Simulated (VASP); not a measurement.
Here is a VASP 6.6.1 calculation.

Contents of INCAR:

```
SYSTEM = Al
PREC = Accurate
ENCUT = 600
EDIFF = 1E-6
ISMEAR = 0
SIGMA = 0.3
LREAL = .FALSE.
LASPH = .TRUE.
NELM = 100
ALGO = Fast
ISIF = 3
LWAVE = .FALSE.
LCHARG = .FALSE.
GGA = PS
IBRION = 2
NSW = 80
EDIFFG = -0.003
```

File KPOINTS:

```
regular mesh
0
G
  46 46 46
  0 0 0
```

Contents of POSCAR:

```
Al
1.0
    0.0000000000      2.0200000000      2.0200000000
    2.0200000000      0.0000000000      2.0200000000
    2.0200000000      2.0200000000      0.0000000000
Al
1
Direct
    0.0000000000      0.0000000000      0.0000000000
```

Potentials or basis: VASP PAW PBE potentials, release 64 (Al).

The run is started by

```console
$ cat potpaw_PBE.64/Al/POTCAR > POTCAR
$ mpirun -np 1 vasp_std > vasp.out
```

Question: What does it give for the relaxed cell?

Answer: a = 2.840 Å, b = 2.840 Å, c = 2.840 Å, α = 60.00°, β = 60.00°, γ = 60.00°.

Question: Predict the relaxed volume.

Answer: 16.20 Å³/atom.

Question: What does it give for the band gap on the k mesh?

Answer: Zero (an odd number of electrons rules out a gap without spin polarisation).

Final structure:
```yaml
crystal:
  lattice:
    - [0.00000, 2.00834, 2.00834]
    - [2.00834, 0.00000, 2.00834]
    - [2.00834, 2.00834, 0.00000]
  atoms:
    - { symbol: Al, position: [0.00000, 0.00000, 0.00000] }
```

Caveat: so wide a smearing shifts energies and pressures; the PAW data sets were made with another functional, which shifts forces and pressure a little.
